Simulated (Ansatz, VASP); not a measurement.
# SnO in VASP and in Ansatz

```xyz
4
Lattice="3.7282 0.0000 0.0000 0.0000 3.7282 0.0000 0.0000 0.0000 4.7506" Properties=species:S:1:pos:R:3 pbc="T T T"
Sn    0.0000    1.8641    1.1519
Sn    1.8641    0.0000    3.5987
O     0.0000    0.0000    0.0000
O     1.8641    1.8641    0.0000
```

Change from the starting cell: mode 4 frozen in at +0.000 Å, equal normal strain along x and y -0.0200.

Alike in both runs: task single point; functional PBEsol; k mesh 10 × 10 × 8; occupations gaussian, width 0.15 eV; no spin polarisation.

|  | VASP | Ansatz |
| --- | --- | --- |
| version | VASP 6.6.1 | Ansatz 0.2.0 |
| potentials or method | VASP PAW PBE potentials, release 64 (Sn_d, O), cutoff 520 eV | scalar-relativistic, plane waves, PAW |
| valence electrons in the cell | 40 | 40 |

```tsv
	VASP	Ansatz	Ansatz less VASP
gap on the k mesh at the Fermi level (eV)	none	none	-
pressure (GPa)	5.0	4.6	-0.39
traceless stress, the component that is largest in VASP (GPa)	-1.70	-1.70	0.000
rms of the force components (eV/Å)	0.253	0.209	-0.0441
```

VASP's potentials were made for PBE, not for PBEsol, and Ansatz warns of the same on its side. Atom by atom the forces differ by 0.044 eV/Å (rms over components). A gap of «none» marks a metal or a gap that the smearing closes.
